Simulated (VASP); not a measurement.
# SiNi (Pmmn) in VASP: a series of runs

SiNi is run at these levels: PBE; tasks: single point, relaxation of shape and atoms at fixed volume.

Everything below comes from runs of VASP 6.6.1. Logs are shortened: lines on timing, memory, paths and dates and some standing lists are left out, and cuts for length are marked.

**1. The cell of the first run**

Symmetry: Pmmn, No. 59, orthorhombic system. The conventional cell has a = 3.055 Å, b = 3.258 Å, c = 4.709 Å, α = 90.00°, β = 90.00°, γ = 90.00°. Within 3.1 Å of Si (site symmetry mm2) lie 6 Ni at 2.35 to 2.40 Å and 6 Si at 2.68 to 3.06 Å. Within 3.1 Å of Ni (site symmetry mm2) lie 6 Si at 2.35 to 2.40 Å and 6 Ni at 2.68 to 3.06 Å.

**2. Single point, PBE**

INCAR reads:

```
SYSTEM = SiNi
PREC = Accurate
ENCUT = 520
EDIFF = 1E-7
ISMEAR = 0
SIGMA = 0.1
LREAL = .False.
LASPH = .True.
NELM = 80
ALGO = Normal
ISIF = 2
LWAVE = .False.
LCHARG = .False.
GGA = PE
NBANDS = 22
```

KPOINTS reads:

```
Automatic mesh
0
Gamma
  14 12 10
  0 0 0
```

POSCAR reads:

```
SiNi
1.0
    3.0552835571      0.0000000000      0.0000000000
    0.0000000000      3.2583147393      0.0000000000
    0.0000000000      0.0000000000      4.7093899656
Si Ni
2 2
Direct
    0.5000000000      0.5000000000      0.8431827246
    0.0000000000      0.0000000000      0.1568172754
    0.5000000000      0.5000000000      0.3423059810
    0.0000000000      0.0000000000      0.6576940190
```

Potentials or basis: VASP PAW PBE potentials, release 64 (Si, Ni).

The run is started by

```sh
$ cat potpaw_PBE.64/Si/POTCAR potpaw_PBE.64/Ni/POTCAR > POTCAR
$ mpirun -np 1 vasp_std > vasp.out
```

OUTCAR:

```text
SYSTEM = SiNi
   PREC = Accurate
   ENCUT = 520
   EDIFF = 1E-7
   ISMEAR = 0
   LREAL = .False.
   LASPH = .True.
   NELM = 80
   ISIF = 2
   GGA = PE

 ion  position               nearest neighbor table
   1  0.500  0.500  0.843-   3 2.35   3 2.36   4 2.40   4 2.40   4 2.40   4 2.40   2 2.68   2 2.68
                             2 2.68   2 2.68
   2  0.000  0.000  0.157-   4 2.35   4 2.36   3 2.40   3 2.40   3 2.40   3 2.40   1 2.68   1 2.68
                             1 2.68   1 2.68
   3  0.500  0.500  0.342-   1 2.35   1 2.36   2 2.40   2 2.40   2 2.40   2 2.40   4 2.68   4 2.68
                             4 2.68   4 2.68
   4  0.000  0.000  0.658-   2 2.35   2 2.36   1 2.40   1 2.40   1 2.40   1 2.40   3 2.68   3 2.68
                             3 2.68   3 2.68

  LATTYP: Found a simple orthorhombic cell.
 ALAT       =     3.0552835571
 B/A-ratio  =     1.0664524842
 C/A-ratio  =     1.5413921090

  Lattice vectors:

 A1 = (   3.0552835571,   0.0000000000,   0.0000000000)
 A2 = (   0.0000000000,   3.2583147393,   0.0000000000)
 A3 = (   0.0000000000,   0.0000000000,   4.7093899656)

Analysis of symmetry for initial positions (statically):
=====================================================================
 Subroutine PRICEL returns:
 Original cell was already a primitive cell.

 Routine SETGRP: Setting up the symmetry group for a
 simple orthorhombic supercell.

 Subroutine GETGRP returns: Found  8 space group operations
 (whereof  4 operations were pure point group operations)
 out of a pool of  8 trial point group operations.

The static configuration has the point symmetry C_2v.
 The point group associated with its full space group is D_2h.

Analysis of symmetry for dynamics (positions and initial velocities):
=====================================================================
 Subroutine PRICEL returns:
 Original cell was already a primitive cell.

 Routine SETGRP: Setting up the symmetry group for a
 simple orthorhombic supercell.

 Subroutine GETGRP returns: Found  8 space group operations
 (whereof  4 operations were pure point group operations)
 out of a pool of  8 trial point group operations.

The dynamic configuration has the point symmetry C_2v.
 The point group associated with its full space group is D_2h.

 Subroutine INISYM returns: Found  8 space group operations
 (whereof  4 operations are pure point group operations),
 and found     1 'primitive' translations

----------------------------------------------------------------------------------------

                                     Primitive cell

  volume of cell :      46.8823

  direct lattice vectors                    reciprocal lattice vectors
     3.055283557  0.000000000  0.000000000     0.327301863  0.000000000  0.000000000
     0.000000000  3.258314739  0.000000000     0.000000000  0.306907122  0.000000000
     0.000000000  0.000000000  4.709389966     0.000000000  0.000000000  0.212341727

  length of vectors
     3.055283557  3.258314739  4.709389966     0.327301863  0.306907122  0.212341727

  position of ions in fractional coordinates (direct lattice)
     0.500000000  0.500000000  0.843182725
     0.000000000  0.000000000  0.156817275
     0.500000000  0.500000000  0.342305981
     0.000000000  0.000000000  0.657694019

  ion indices of the primitive-cell ions
   primitive index   ion index
                 1           1
                 2           2
                 3           3
                 4           4

----------------------------------------------------------------------------------------

 KPOINTS: Automatic mesh

Automatic generation of k-mesh.
 Grid dimensions read from file:
 generate k-points for:   14   12   10

 Generating k-lattice:

  Cartesian coordinates                     Fractional coordinates (reciprocal lattice)
     0.023378704  0.000000000  0.000000000     0.071428571  0.000000000  0.000000000
     0.000000000  0.025575594  0.000000000     0.000000000  0.083333333  0.000000000
     0.000000000  0.000000000  0.021234173     0.000000000  0.000000000  0.100000000

  Length of vectors
     0.023378704  0.025575594  0.021234173

  Shift w.r.t. Gamma in fractional coordinates (k-lattice)
     0.000000000  0.000000000  0.000000000

 Subroutine IBZKPT returns following result:
 ===========================================

 Found    336 irreducible k-points:

 Following reciprocal coordinates:
            Coordinates               Weight
  0.000000  0.000000  0.000000      1.000000
  0.071429  0.000000  0.000000      2.000000
  0.142857  0.000000  0.000000      2.000000
  0.214286  0.000000  0.000000      2.000000
  0.285714  0.000000  0.000000      2.000000
  0.357143  0.000000  0.000000      2.000000
[... 16 lines left out ...]
  0.428571  0.166667  0.000000      4.000000
  0.500000  0.166667  0.000000      2.000000
 [... further k-points ...]
   k-points           NKPTS =    336   k-points in BZ     NKDIM =    336   number of bands    NBANDS=     22
   number of dos      NEDOS =    301   number of ions     NIONS =      4
   total plane-waves  NPLWV =  20736
   dimension x,y,z NGX =    24 NGY =   24 NGZ =   36
   dimension x,y,z NGXF=    48 NGYF=   48 NGZF=   72
   ions per type =               2   2
   NGX,Y,Z   is equivalent  to a cutoff of  13.06, 12.25, 12.71 a.u.
   NGXF,Y,Z  is equivalent  to a cutoff of  26.12, 24.49, 25.42 a.u.
 SYSTEM =  SiNi
   PREC   = accura    normal or accurate (medium, high low for compatibility)
   ISTART =      0    job   : 0-new  1-cont  2-samecut
   ICHARG =      2    charge: 1-file 2-atom 10-const
   ISPIN  =      1    spin polarized calculation?
   LNONCOLLINEAR =      F non collinear calculations
   LSORBIT =      F    spin-orbit coupling
   LASPH  =      T    aspherical Exc in radial PAW
   ENCUT  =  520.0 eV  38.22 Ry    6.18 a.u.   5.68  6.06  8.76*2*pi/ulx,y,z
   NELM   =     80;   NELMIN=  2; NELMDL= -5     # of ELM steps
   EDIFF  = 0.1E-06   stopping-criterion for ELM
   LREAL  =      F    real-space projection
   EDIFFG = 0.1E-05   stopping-criterion for IOM
   NSW    =      0    number of steps for IOM
   IBRION =     -1    ionic relax: 0-MD 1-quasi-New 2-CG
   NFREE  =      0    steps in history (QN), initial steepest desc. (CG)
   ISIF   =      2    stress and relaxation
   ISYM   =      2    0-nonsym 1-usesym 2-fastsym
   POTIM  = 0.5000    time-step for ionic-motion
   TEBEG  =    0.0;   TEEND  =   0.0 temperature during run
   PSTRESS=    0.0 pullay stress
   NELECT =      28.0000    total number of electrons
   NUPDOWN=      -1.0000    fix difference up-down
   EMIN   =  10.00;   EMAX   =-10.00  energy-range for DOS
   EFERMI =   0.00;   METHOD = LEGACY
   ISMEAR =     0;   SIGMA  =   0.10  broadening in eV -4-tet -1-fermi 0-gaus
   EFERMI_NEDOS =   21; number of points for ismear=-14 and -15
   IALGO  =     38    algorithm
   IMIX   =      4    mixing-type and parameters
     AMIX     =   0.40;   BMIX     =  1.00
     AMIX_MAG =   1.60;   BMIX_MAG =  1.00
  volume/ion in A,a.u.               =      11.72        79.09
  Fermi-wavevector in a.u.,A,eV,Ry     =   1.378662  2.605293 25.860711  1.900709
  Thomas-Fermi vector in A             =   2.503703
   LORBIT       =      0    0 simple, 1 ext, 2 COOP (PROOUT), +10 PAW based schemes
   GGA     = PE    functional components
   LHFCALC =     F    Hartree Fock is set to
   AEXX    =    0.0000 exact exchange contribution
   IVDW    =     0    specifies the selected vdW correction
   LEPSILON=     F    determine dielectric tensor
   LRPA    =     F    only Hartree local field effects (RPA)
 non-spin polarized calculation
 Gauss-broadening in eV      SIGMA  =   0.10
  energy-cutoff  :      520.00
  volume of cell :       46.88
 maximum number of plane-waves:      1280
 NGX is ok and might be reduce to    24
   NGX = 11   NGY = 13   NGZ = 17

 number of electron      28.0000024 magnetization

 Free energy of the ion-electron system (eV)
  ---------------------------------------------------
  ext. energy  EPLUGINS =         0.00000000
  ---------------------------------------------------
  free energy    TOTEN  =       -23.61413656 eV

  energy without entropy =      -23.60872303  energy(sigma->0) =      -23.61142979

 E-fermi :  11.1434     XC(G=0): -12.4190

 val. band max:       11.1420870539   @ k =   0.5000   0.3333   0.4000
 cond. band min:      11.1639689390   @ k =   0.3571   0.5000   0.4000
 fundamental gap:      0.0218818851
 Fermi energy:        11.1434415255

 k-point     1 :       0.0000    0.0000    0.0000
  band No.  band energies     occupation
      1      -2.6127      2.00000
      2       3.1252      2.00000
      3       4.7791      2.00000
      4       7.0887      2.00000
      5       7.6975      2.00000
      6       8.1526      2.00000
[... 14 lines left out ...]
     21      19.4552      0.00000
     22      20.3404      0.00000

 k-point     2 :       0.0714    0.0000    0.0000
  band No.  band energies     occupation
      1      -2.5331      2.00000
      2       3.1823      2.00000
      3       4.8429      2.00000
      4       7.0567      2.00000
      5       7.7249      2.00000
      6       8.1107      2.00000
[... 14 lines left out ...]
     21      19.5433      0.00000
     22      20.3774      0.00000

 k-point     3 :       0.1429    0.0000    0.0000
  band No.  band energies     occupation
      1      -2.2951      2.00000
      2       3.3437      2.00000
      3       5.0305      2.00000
      4       6.8466      2.00000
      5       7.8026      2.00000
      6       7.9978      2.00000
[... 14 lines left out ...]
     21      19.8063      0.00000
     22      20.4846      0.00000
[... 476 lines left out ...]
 k-point    23 :       0.4286    0.1667    0.0000
  band No.  band energies     occupation
      1       0.5017      2.00000
      2       2.4142      2.00000
      3       5.7743      2.00000
      4       6.6102      2.00000
      5       6.7936      2.00000
      6       7.0633      2.00000
[... 14 lines left out ...]
     21      19.2718      0.00000
     22      20.2161      0.00000

 k-point    24 :       0.5000    0.1667    0.0000
  band No.  band energies     occupation
      1       1.4252      2.00000
      2       1.4252      2.00000
      3       6.2473      2.00000
      4       6.2473      2.00000
      5       6.9165      2.00000
      6       6.9165      2.00000
[... 14 lines left out ...]
     21      19.7950      0.00000
     22      19.7950      0.00000

 [... further k-points ...]
[... 5 lines left out ...]
  --------------------------------------------------------------------------------------
  -------------------------------------------------------------------------------------
  Total       -0.0089074     -0.0074434      0.0568798      0.0000000      0.0000000      0.0000000
  in kB       -0.3044053     -0.2543753      1.9438351      0.0000000      0.0000000      0.0000000
  external PRESSURE =       0.4616848 kB  Pullay stress =       0.0000000 kB

 VOLUME and BASIS-vectors are now :
 -----------------------------------------------------------------------------
  energy-cutoff  :      520.00
  volume of cell :       46.88
      direct lattice vectors                 reciprocal lattice vectors
     3.055283557  0.000000000  0.000000000     0.327301863  0.000000000  0.000000000
     0.000000000  3.258314739  0.000000000     0.000000000  0.306907122  0.000000000
     0.000000000  0.000000000  4.709389966     0.000000000  0.000000000  0.212341727

 POSITION                                       TOTAL-FORCE (eV/Angst)
 -----------------------------------------------------------------------------------
      1.52764      1.62916      3.97088         0.000000      0.000000      0.002329
      0.00000      0.00000      0.73851         0.000000      0.000000     -0.002329
      1.52764      1.62916      1.61205         0.000000      0.000000      0.008660
      0.00000      0.00000      3.09734         0.000000      0.000000     -0.008660
 -----------------------------------------------------------------------------------
    total drift:                                0.000000     -0.000000      0.000000

  FREE ENERGIE OF THE ION-ELECTRON SYSTEM (eV)
  ---------------------------------------------------
  free  energy   TOTEN  =       -23.6141365553 eV

  energy  without entropy=      -23.6087230337  energy(sigma->0) =      -23.61142979
```

It took 3.3 min on 1 thread of Intel Xeon 6975P-C, shared host; peak memory 0.39 GiB.

Results:

| Item | Value |
| --- | --- |
| Free energy | -23.6141 eV |
| Pressure | 0.0 GPa |
| Largest force | 0.009 eV/Å |
| Band gap on the k mesh | zero (band 14 reaches 13.27 eV, above the bottom of band 15 at 10.69 eV) |

Forces in eV/Å, atoms in the order of the input:
```
Si   0.000  0.000  0.002
Si   0.000  0.000 -0.002
Ni   0.000  0.000  0.009
Ni   0.000  0.000 -0.009
```

Stress tensor (GPa, compression positive):
```
-0.03  0.00  0.00
 0.00 -0.03  0.00
 0.00  0.00  0.19
```

Levels at points of the mesh, in eV from the Fermi level:
| k point | band 11 | band 12 | band 13 | band 14 | band 15 | band 16 | band 17 | band 18 |
| --- | --- | --- | --- | --- | --- | --- | --- | --- |
| (0.00, 0.00, 0.00) | -2.29 | -1.95 | -1.92 | -0.90 | 0.58 | 3.08 | 4.92 | 5.41 |
| (0.50, 0.00, 0.00) | -2.44 | -2.44 | -1.65 | -1.65 | 1.63 | 1.63 | 3.57 | 3.57 |
| (0.00, 0.50, 0.00) | -2.23 | -2.23 | -1.99 | -1.99 | 1.28 | 1.28 | 4.44 | 4.44 |
| (0.50, 0.50, 0.00) | -1.92 | -1.92 | -1.64 | -1.64 | 1.48 | 1.48 | 1.97 | 1.97 |
| (0.00, 0.00, 0.50) | -2.64 | -2.00 | 1.33 | 2.13 | 2.24 | 2.35 | 2.68 | 3.62 |
| (0.50, 0.00, 0.50) | -2.10 | -2.10 | -1.48 | -1.48 | 3.83 | 3.83 | 5.36 | 5.36 |
| (0.00, 0.50, 0.50) | -1.98 | -1.98 | -1.85 | -1.85 | 4.83 | 4.83 | 5.33 | 5.33 |
| (0.50, 0.50, 0.50) | -1.93 | -1.93 | -1.58 | -1.58 | -0.36 | -0.36 | 0.93 | 0.93 |

**3. Relaxation of shape and atoms at fixed volume, PBE (volume scaled by 0.98)**

INCAR reads:

```
SYSTEM = SiNi
ALGO = Normal
EDIFF = 1E-7
EDIFFG = -0.001
ENCUT = 600
GGA = PE
IBRION = 2
ISIF = 4
ISMEAR = -1
LASPH = .TRUE.
LCHARG = .FALSE.
LREAL = .FALSE.
LWAVE = .FALSE.
NELM = 60
NSW = 80
PREC = Accurate
SIGMA = 0.15
```

KPOINTS reads:

```
k-points
0
G
  14 12 10
  0 0 0
```

POSCAR reads:

```
SiNi
1.0
    3.0226245546      0.0000000000      0.0000000000
    0.0000000000      3.2479817466      0.0000000000
    0.0000000000      0.0000000000      4.6817536685
Si Ni
2 2
Direct
    0.5000000000      0.5000000000      0.8431724074
    0.0000000000      0.0000000000      0.1568275926
    0.5000000000      0.5000000000      0.3421081925
    0.0000000000      0.0000000000      0.6578918075
```

Potentials or basis: VASP PAW PBE potentials, release 64 (Si, Ni).

The run is started by

```sh
$ cat potpaw_PBE.64/Si/POTCAR potpaw_PBE.64/Ni/POTCAR > POTCAR
$ mpirun -np 1 vasp_std > vasp.out
```

It took 27 min on 1 thread of Intel Xeon Platinum 8259CL at 2.50GHz (Skylake/Cascade Lake), shared host; peak memory 0.44 GiB.

It converged, with:

| Quantity | Value |
| --- | --- |
| Free energy | -23.6443 eV |
| Energy gained by relaxing | 0.4 meV/atom |
| Ionic steps | 16 |
| Pressure after relaxing | 3.3 GPa |
| Band gap on the k mesh | zero (band 14 reaches 13.36 eV, above the bottom of band 15 at 11.02 eV) |

The path:
| step | energy change (eV) | largest force (eV/Å) | pressure (GPa) | volume (Å³) |
| --- | --- | --- | --- | --- |
| 1 | 0.0000 | 0.0656 | 3.84 | 45.96 |
| 2 | -0.0011 | 0.0165 | 3.55 | 45.96 |
| 3 | -0.0011 | 0.0135 | 3.53 | 45.96 |
| 4 | -0.0012 | 0.0009 | 3.53 | 45.96 |
| 5 | -0.0012 | 0.0288 | 3.49 | 45.96 |
| 6 | -0.0013 | 0.0245 | 3.49 | 45.96 |
| 7 | -0.0014 | 0.0120 | 3.49 | 45.96 |
| 8 | -0.0013 | 0.0344 | 3.38 | 45.96 |
| 9 | -0.0014 | 0.0166 | 3.43 | 45.96 |
| 10 | -0.0014 | 0.0089 | 3.42 | 45.96 |
| 11 | -0.0014 | 0.0089 | 3.40 | 45.96 |
| 12 | -0.0014 | 0.0011 | 3.42 | 45.96 |
| 13 | -0.0014 | 0.0017 | 3.40 | 45.96 |
| 14 | -0.0014 | 0.0050 | 3.41 | 45.96 |
| 15 | -0.0014 | 0.0017 | 3.43 | 45.96 |
| 16 | -0.0014 | 0.0004 | 3.32 | 45.96 |

Final structure:
```xyz
4
Lattice="2.9957 0.0000 0.0000 0.0000 3.2652 0.0000 0.0000 0.0000 4.6990" Properties=species:S:1:pos:R:3 pbc="T T T"
Si    1.4978    1.6326    3.9645
Si    0.0000    0.0000    0.7345
Ni    1.4978    1.6326    1.6111
Ni    0.0000    0.0000    3.0879
```

Levels at points of the mesh, in eV from the Fermi level:
| k point | band 10 | band 11 | band 12 | band 13 | band 14 | band 15 | band 16 | band 17 | band 18 |
| --- | --- | --- | --- | --- | --- | --- | --- | --- | --- |
| (0.00, 0.00, 0.00) | -2.56 | -2.27 | -1.94 | -1.91 | -1.07 | 0.97 | 2.99 | 5.27 | 5.38 |
| (0.50, 0.00, 0.00) | -2.51 | -2.48 | -2.48 | -1.58 | -1.58 | 1.74 | 1.74 | 3.57 | 3.57 |
| (0.00, 0.50, 0.00) | -2.65 | -2.20 | -2.20 | -2.05 | -2.05 | 1.27 | 1.27 | 4.77 | 4.77 |
| (0.50, 0.50, 0.00) | -3.23 | -1.97 | -1.97 | -1.57 | -1.57 | 1.59 | 1.59 | 2.02 | 2.02 |
| (0.00, 0.00, 0.50) | -2.67 | -2.63 | -1.99 | 1.26 | 1.95 | 2.15 | 2.63 | 2.67 | 3.64 |
| (0.50, 0.00, 0.50) | -2.35 | -2.13 | -2.13 | -1.40 | -1.40 | 3.79 | 3.79 | 5.39 | 5.39 |
| (0.00, 0.50, 0.50) | -2.43 | -1.97 | -1.97 | -1.91 | -1.91 | 5.16 | 5.16 | 5.31 | 5.31 |
| (0.50, 0.50, 0.50) | -2.71 | -1.98 | -1.98 | -1.51 | -1.51 | -0.35 | -0.35 | 1.06 | 1.06 |

Caveat: the cell differs from its parent crystal (volume scaled by 0.98).
